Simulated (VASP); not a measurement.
# V3I (Pm-3m) in VASP: a series of runs, part 2 of 3

VASP 6.6.1.

### 4 Single point, PBE

File INCAR:

```
ALGO = Normal
EDIFF = 1E-7
ENCUT = 520
GGA = PE
ISIF = 2
ISMEAR = 0
LASPH = T
LCHARG = F
LREAL = F
LWAVE = F
NBANDS = 31
NELM = 100
PREC = Accurate
SIGMA = 0.1
```

File KPOINTS:

```
k-points
0
Gamma
  12 12 12
```

File POSCAR:

```
V3I
1.0
    3.9444780078      0.0000000000      0.0000000000
    0.0000000000      3.9444780078      0.0000000000
    0.0000000000      0.0000000000      3.9444780078
V I
3 1
Direct
    0.0000000000      0.5000000000      0.5000000000
    0.5000000000      0.0000000000      0.5000000000
    0.5000000000      0.5000000000      0.0000000000
    0.0000000000      0.0000000000      0.0000000000
```

Potentials or basis: VASP PAW PBE potentials, release 64 (V_sv, I).

The run is started by

```console
cat potpaw_PBE.64/V_sv/POTCAR potpaw_PBE.64/I/POTCAR > POTCAR
mpirun -np 1 vasp_std > vasp.out
```

OUTCAR:

```text
EDIFF = 1E-7
   ENCUT = 520
   GGA = PE
   ISIF = 2
   ISMEAR = 0
   LASPH = T
   LREAL = F
   NELM = 100
   PREC = Accurate

 ion  position               nearest neighbor table
   1  0.000  0.500  0.500-   2 2.79   3 2.79   4 2.79   3 2.79   4 2.79   2 2.79   4 2.79   4 2.79
                             2 2.79   3 2.79   3 2.79   2 2.79
   2  0.500  0.000  0.500-   1 2.79   3 2.79   4 2.79   3 2.79   4 2.79   1 2.79   3 2.79   3 2.79
                             1 2.79   4 2.79   4 2.79   1 2.79
   3  0.500  0.500  0.000-   1 2.79   2 2.79   4 2.79   1 2.79   2 2.79   2 2.79   4 2.79   2 2.79
                             1 2.79   4 2.79   1 2.79   4 2.79
   4  0.000  0.000  0.000-   1 2.79   2 2.79   3 2.79   1 2.79   2 2.79   1 2.79   3 2.79   1 2.79
                             2 2.79   3 2.79   2 2.79   3 2.79

  LATTYP: Found a simple cubic cell.
 ALAT       =     3.9444780078

  Lattice vectors:

 A1 = (   3.9444780078,   0.0000000000,   0.0000000000)
 A2 = (   0.0000000000,   3.9444780078,   0.0000000000)
 A3 = (   0.0000000000,   0.0000000000,   3.9444780078)

Analysis of symmetry for initial positions (statically):
=====================================================================
 Subroutine PRICEL returns:
 Original cell was already a primitive cell.

 Routine SETGRP: Setting up the symmetry group for a
 simple cubic supercell.

 Subroutine GETGRP returns: Found 48 space group operations
 (whereof 48 operations were pure point group operations)
 out of a pool of 48 trial point group operations.

The static configuration has the point symmetry O_h .

Analysis of symmetry for dynamics (positions and initial velocities):
=====================================================================
 Subroutine PRICEL returns:
 Original cell was already a primitive cell.

 Routine SETGRP: Setting up the symmetry group for a
 simple cubic supercell.

 Subroutine GETGRP returns: Found 48 space group operations
 (whereof 48 operations were pure point group operations)
 out of a pool of 48 trial point group operations.

The dynamic configuration has the point symmetry O_h .

 Subroutine INISYM returns: Found 48 space group operations
 (whereof 48 operations are pure point group operations),
 and found     1 'primitive' translations

----------------------------------------------------------------------------------------

                                     Primitive cell

  volume of cell :      61.3718

  direct lattice vectors                    reciprocal lattice vectors
     3.944478008  0.000000000  0.000000000     0.253518970  0.000000000  0.000000000
     0.000000000  3.944478008  0.000000000     0.000000000  0.253518970  0.000000000
     0.000000000  0.000000000  3.944478008     0.000000000  0.000000000  0.253518970

  length of vectors
     3.944478008  3.944478008  3.944478008     0.253518970  0.253518970  0.253518970

  position of ions in fractional coordinates (direct lattice)
     0.000000000  0.500000000  0.500000000
     0.500000000  0.000000000  0.500000000
     0.500000000  0.500000000  0.000000000
     0.000000000  0.000000000  0.000000000

[... 27 lines left out ...]

 Subroutine IBZKPT returns following result:
 ===========================================

 Found     84 irreducible k-points:

 Following reciprocal coordinates:
            Coordinates               Weight
  0.000000  0.000000  0.000000      1.000000
  0.083333  0.000000  0.000000      6.000000
  0.166667  0.000000  0.000000      6.000000
  0.250000  0.000000  0.000000      6.000000
  0.333333  0.000000  0.000000      6.000000
  0.416667  0.000000  0.000000      6.000000
[... 16 lines left out ...]
  0.333333  0.333333  0.000000     12.000000
  0.416667  0.333333  0.000000     24.000000
 [... further k-points ...]
   k-points           NKPTS =     84   k-points in BZ     NKDIM =     84   number of bands    NBANDS=     31
   number of dos      NEDOS =    301   number of ions     NIONS =      4
   total plane-waves  NPLWV =  27000
   dimension x,y,z NGX =    30 NGY =   30 NGZ =   30
   dimension x,y,z NGXF=    60 NGYF=   60 NGZF=   60
   ions per type =               3   1
   NGX,Y,Z   is equivalent  to a cutoff of  12.64, 12.64, 12.64 a.u.
   NGXF,Y,Z  is equivalent  to a cutoff of  25.29, 25.29, 25.29 a.u.
 SYSTEM =  unknown system
   PREC   = accura    normal or accurate (medium, high low for compatibility)
   ISTART =      0    job   : 0-new  1-cont  2-samecut
   ICHARG =      2    charge: 1-file 2-atom 10-const
   ISPIN  =      1    spin polarized calculation?
   LNONCOLLINEAR =      F non collinear calculations
   LSORBIT =      F    spin-orbit coupling
   LASPH  =      T    aspherical Exc in radial PAW
   ENCUT  =  520.0 eV  38.22 Ry    6.18 a.u.   7.33  7.33  7.33*2*pi/ulx,y,z
   NELM   =    100;   NELMIN=  2; NELMDL= -5     # of ELM steps
   EDIFF  = 0.1E-06   stopping-criterion for ELM
   LREAL  =      F    real-space projection
   EDIFFG = 0.1E-05   stopping-criterion for IOM
   NSW    =      0    number of steps for IOM
   IBRION =     -1    ionic relax: 0-MD 1-quasi-New 2-CG
   NFREE  =      0    steps in history (QN), initial steepest desc. (CG)
   ISIF   =      2    stress and relaxation
   ISYM   =      2    0-nonsym 1-usesym 2-fastsym
   POTIM  = 0.5000    time-step for ionic-motion
   TEBEG  =    0.0;   TEEND  =   0.0 temperature during run
   PSTRESS=    0.0 pullay stress
   NELECT =      46.0000    total number of electrons
   NUPDOWN=      -1.0000    fix difference up-down
   EMIN   =  10.00;   EMAX   =-10.00  energy-range for DOS
   EFERMI =   0.00;   METHOD = LEGACY
   ISMEAR =     0;   SIGMA  =   0.10  broadening in eV -4-tet -1-fermi 0-gaus
   EFERMI_NEDOS =   21; number of points for ismear=-14 and -15
   IALGO  =     38    algorithm
   IMIX   =      4    mixing-type and parameters
     AMIX     =   0.40;   BMIX     =  1.00
     AMIX_MAG =   1.60;   BMIX_MAG =  1.00
  volume/ion in A,a.u.               =      15.34       103.54
  Fermi-wavevector in a.u.,A,eV,Ry     =   1.487092  2.810197 30.088512  2.211443
  Thomas-Fermi vector in A             =   2.600296
   LORBIT       =      0    0 simple, 1 ext, 2 COOP (PROOUT), +10 PAW based schemes
   GGA     = PE    functional components
   LHFCALC =     F    Hartree Fock is set to
   AEXX    =    0.0000 exact exchange contribution
   IVDW    =     0    specifies the selected vdW correction
   LEPSILON=     F    determine dielectric tensor
   LRPA    =     F    only Hartree local field effects (RPA)
 non-spin polarized calculation
 Gauss-broadening in eV      SIGMA  =   0.10
  energy-cutoff  :      520.00
  volume of cell :       61.37
 maximum number of plane-waves:      1675
 NGX is ok and might be reduce to    30
   NGX = 15   NGY = 15   NGZ = 15

 number of electron      46.0000043 magnetization

 Free energy of the ion-electron system (eV)
  ---------------------------------------------------
  ext. energy  EPLUGINS =         0.00000000
  ---------------------------------------------------
  free energy    TOTEN  =       -25.82050053 eV

  energy without entropy =      -25.79418428  energy(sigma->0) =      -25.80734240

 E-fermi :  12.0389     XC(G=0): -12.4488

 val. band max:       12.0312500879   @ k =   0.1667   0.1667   0.0833
 cond. band min:      12.0390595234   @ k =   0.1667   0.0000   0.0000
 fundamental gap:      0.0078094355
 Fermi energy:        12.0388907721

 k-point     1 :       0.0000    0.0000    0.0000
  band No.  band energies     occupation
      1     -52.3682      2.00000
      2     -52.2553      2.00000
      3     -52.2553      2.00000
      4     -26.3997      2.00000
      5     -26.3997      2.00000
      6     -26.3997      2.00000
[... 805 lines left out ...]
     30      13.9817      0.00000
     31      14.3143      0.00000

 [... further k-points ...]

------------------------ aborting loop because EDIFF is reached ----------------------------------------

  FORCE on cell =-STRESS in cart. coord.  units (eV):
  Direction    XX          YY          ZZ          XY          YZ          ZX
  --------------------------------------------------------------------------------------
  -------------------------------------------------------------------------------------
  Total       -0.0013249     -0.0013249     -0.0013249     -0.0000000      0.0000000      0.0000000
  in kB       -0.0345890     -0.0345890     -0.0345890     -0.0000000      0.0000000      0.0000000
  external PRESSURE =      -0.0345890 kB  Pullay stress =       0.0000000 kB

 VOLUME and BASIS-vectors are now :
 -----------------------------------------------------------------------------
  energy-cutoff  :      520.00
  volume of cell :       61.37
      direct lattice vectors                 reciprocal lattice vectors
     3.944478008  0.000000000  0.000000000     0.253518970  0.000000000  0.000000000
     0.000000000  3.944478008  0.000000000     0.000000000  0.253518970  0.000000000
     0.000000000  0.000000000  3.944478008     0.000000000  0.000000000  0.253518970

 POSITION                                       TOTAL-FORCE (eV/Angst)
 -----------------------------------------------------------------------------------
      0.00000      1.97224      1.97224         0.000000      0.000000      0.000000
      1.97224      0.00000      1.97224         0.000000      0.000000      0.000000
      1.97224      1.97224      0.00000         0.000000      0.000000      0.000000
      0.00000      0.00000      0.00000         0.000000      0.000000      0.000000
 -----------------------------------------------------------------------------------
    total drift:                                0.000000      0.000000     -0.000000

  FREE ENERGIE OF THE ION-ELECTRON SYSTEM (eV)
  ---------------------------------------------------
  free  energy   TOTEN  =       -25.8205005252 eV

  energy  without entropy=      -25.7941842786  energy(sigma->0) =      -25.80734240
```

Run time: 94 s. Hardware: 1 thread of AMD EPYC 9R45 (Zen 5), shared host; peak memory 0.23 GiB.

What came out:

```yaml
Free_energy: -25.8205 eV
Pressure: 0.0 GPa
Band_gap_on_the_k_mesh: zero (bands 23 and 24 overlap by 0.46 eV)
```

Caveat: spin-orbit coupling is left out, which moves the levels of the heavy elements; the run has no spin polarisation, though such a crystal can be magnetic.

### 5 Relaxation of cell and atoms, PBE, collinear spin

This run uses another cell than the first one, of 19.84 Å³/atom.

File INCAR:

```
SYSTEM = V3I
ALGO = Normal
EDIFF = 1E-6
EDIFFG = -0.04
ENCUT = 600
GGA = PE
IBRION = 2
ISIF = 3
ISMEAR = 0
ISPIN = 2
LASPH = .True.
LCHARG = .False.
LMAXMIX = 4
LORBIT = 11
LREAL = .False.
LWAVE = .False.
MAGMOM = 0.12 0.12 0.12 0
NELM = 150
NSW = 90
PREC = Accurate
SIGMA = 0.1
```

File KPOINTS:

```
k-points
0
Gamma
  4 4 4
  0 0 0
```

File POSCAR:

```
V3I
1.0
    4.2973687295      0.0000000000      0.0000000000
    0.0000000000      4.2973687295      0.0000000000
    0.0000000000      0.0000000000      4.2973687295
V I
3 1
Direct
    0.0000000000      0.5000000000      0.5000000000
    0.5000000000      0.0000000000      0.5000000000
    0.5000000000      0.5000000000      0.0000000000
    0.0000000000      0.0000000000      0.0000000000
```

The run is started by

```console
cat potpaw_PBE.64/V_sv/POTCAR potpaw_PBE.64/I/POTCAR > POTCAR
mpirun -np 1 vasp_std > vasp.out
```

It took 2 min on 1 thread of AMD EPYC 9R45 (Zen 5), shared host; peak memory 0.23 GiB.

It converged, with:

```
Free energy                                           : -25.8455 eV
Relaxed volume                                        : 15.28 Å³/atom
Relaxed cell                                          : a = 3.939 Å, b = 3.939 Å, c = 3.939 Å, α = 90.00°, β = 90.00°, γ = 90.00°
Space group after relaxing (to 0.1 Å)                 : Pm-3m (No. 221)
Energy gained by relaxing                             : 357.8 meV/atom
Ionic steps                                           : 4
Pressure after relaxing                               : 0.2 GPa
Band gap on the k mesh                                : zero (filled and empty bands overlap)
Net moment                                            : 0.00 μB per cell
Valence electrons inside the program's atomic spheres : V 11.60; I 4.38
```

The path:
```csv
step,energy change (eV),largest force (eV/Å),pressure (GPa),volume (Å³)
1,0.0000,0.0000,-19.38,79.36
2,-1.0513,0.0000,21.42,54.87
3,-1.4309,0.0000,-0.56,61.45
4,-1.4312,0.0000,0.20,61.12
```

Final structure:
```xyz
4
Lattice="3.9390 0.0000 0.0000 0.0000 3.9390 0.0000 0.0000 0.0000 3.9390" Properties=species:S:1:pos:R:3 pbc="T T T"
V     0.0000    1.9695    1.9695
V     1.9695    0.0000    1.9695
V     1.9695    1.9695    0.0000
I     0.0000    0.0000    0.0000
```

Levels at points of the mesh, in eV from the Fermi level:
Spin up:
```
           k point  band 21  band 22  band 23  band 24  band 25  band 26
(0.00, 0.00, 0.00)    -2.63    -2.63     0.13     0.13     0.13     0.24
(0.50, 0.00, 0.00)    -0.96    -0.92    -0.85     0.05     0.22     0.22
(0.50, 0.50, 0.00)    -0.86    -0.86    -0.33     0.09     0.14     0.23
(0.50, 0.50, 0.50)    -0.72    -0.72    -0.19     0.19     0.19     0.19
```
Spin down:
```csv
k point,band 20,band 21,band 22,band 23,band 24,band 25,band 26,band 27
"(0.00, 0.00, 0.00)",-2.63,-2.63,-2.63,0.13,0.13,0.13,0.24,1.57
"(0.50, 0.00, 0.00)",-0.96,-0.96,-0.92,-0.85,0.05,0.22,0.22,0.50
"(0.50, 0.50, 0.00)",-1.64,-0.86,-0.86,-0.33,0.09,0.14,0.23,0.23
"(0.50, 0.50, 0.50)",-0.72,-0.72,-0.72,-0.19,0.19,0.19,0.19,0.23
```

Caveat: the k points lie up to 0.40 Å⁻¹ apart in the final cell; the volume moved by over 15 % at a fixed basis, so the end points are rough; spin-orbit coupling is left out, which moves the levels of the heavy elements.

[end of part 2 of 3]

The gap in the log of VASP goes by the Fermi energy; the results here count the filled bands.